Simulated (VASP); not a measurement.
Write the native input for VASP 6.6.1 that does the following.

- Task: relaxation of cell and atoms
- Functional: PBE
- Potentials or basis: VASP PAW PBE potentials, release 64 (Nd_3, Hf_pv), 4f in core
- Cutoff: 500 eV
- k mesh: 6 × 6 × 3
- Occupations: gaussian, width 0.2 eV
- Spin: no spin polarisation
- Dipole correction: no
- Further INCAR settings: ALGO = Normal; EDIFF = 1e-07; IBRION = 2; EDIFFG = -0.08; NSW = 36; ISIF = 3

The structure of NdHf lies in POSCAR:

```
NdHf
1.0
    3.0549878800      0.0000000000      0.0000000000
    0.0000000000      3.0549878800      0.0000000000
    0.0000000000      0.0000000000      6.1718763700
Nd Hf
1 1
Direct
    0.0000000000      0.0000000000      0.5000000000
    0.0000000000      0.0000000000      0.0000000000
```

The cell was generated, and may not be a known phase.

These files were run (other wordings do the same):

INCAR

```
SYSTEM = NdHf
PREC     = Accurate       ! precision mode
ENCUT    = 500            ! plane-wave cutoff, eV
EDIFF    = 1E-7           ! SCF threshold, eV
ISMEAR   = 0              ! smearing method
SIGMA    = 0.2            ! smearing width, eV
LREAL    = .False.        ! projectors in reciprocal space
LASPH    = .True.         ! aspherical terms in the spheres
NELM     = 200            ! most SCF steps
ALGO     = Normal         ! electronic algorithm
ISIF     = 3              ! what is computed and relaxed
LWAVE    = .False.        ! write WAVECAR
LCHARG   = .False.        ! write CHGCAR
GGA      = PE             ! functional
IBRION   = 2              ! ionic algorithm
NSW      = 36             ! ionic steps
EDIFFG   = -0.08          ! ionic threshold
GGA_COMPAT= .False.      
NELMIN   = 4            
LMAXMIX  = 6              ! l up to which the mixer works
```

KPOINTS

```
Automatic mesh
0
Gamma
  6 6 3
  0 0 0
```

Potentials or basis: VASP PAW PBE potentials, release 64 (Nd_3, Hf_pv), 4f in core.

The run is started by

```bash
$ cat potpaw_PBE.64/Nd_3/POTCAR potpaw_PBE.64/Hf_pv/POTCAR > POTCAR
$ mpirun -np 1 vasp_std > vasp.out
```

It gave:

The relaxed volume is 28.46 Å³/atom and the relaxed cell is a = 3.040 Å, b = 3.040 Å, c = 6.157 Å, α = 90.00°, β = 90.00°, γ = 90.00°. The space group after relaxing (to 0.1 Å) is P4/mmm (No. 123). The energy gained by relaxing is 0.4 meV/atom. The ionic steps are 2 and the pressure after relaxing is 0.1 GPa. The band gap on the k mesh is zero (an odd number of electrons rules out a gap without spin polarisation).

Caveat: spin-orbit coupling is left out, which moves the levels of the heavy elements; the 4f electrons are frozen in the core, so they carry no moment and show no levels.

Wall time 13 s on 1 thread of Intel(R) Xeon(R) 6975P-C (Granite Rapids), with other jobs on the host, peak memory 0.18 GiB.
